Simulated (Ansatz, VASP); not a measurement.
# Two plane-wave programs on MoS2

```
CELL_PARAMETERS angstrom
3.18349 0.00000 0.00000
-1.59175 2.75698 0.00000
0.00000 0.00000 32.26302
ATOMIC_POSITIONS crystal
S 0.33333 0.66667 0.45188
S 0.33333 0.66667 0.54812
Mo 0.66667 0.33333 0.50000
```

Alike in both runs: functional r2SCAN; k mesh 12 × 12 × 1; occupations gaussian, width 0.02 eV; no spin polarisation.

Ansatz relaxed the structure, and its values are those at the end. VASP's run is a single point on that final structure, the one shown.

```csv
,VASP,Ansatz
version,VASP 6.6.1,Ansatz 0.2.0
potentials or method,"VASP PAW PBE potentials, release 64 (S, Mo_sv), cutoff 520 eV","scalar-relativistic, plane waves, PAW"
valence electrons in the cell,26,26
```

VASP gave:

```
gap on the k mesh at the Fermi level (eV) : 1.69
least direct gap on the mesh (eV)         : 1.77
```

What did Ansatz give for the same quantities?

gap on the k mesh at the Fermi level (eV): 1.68; least direct gap on the mesh (eV): 1.77.

VASP's potentials were made for PBE, not for r2SCAN.
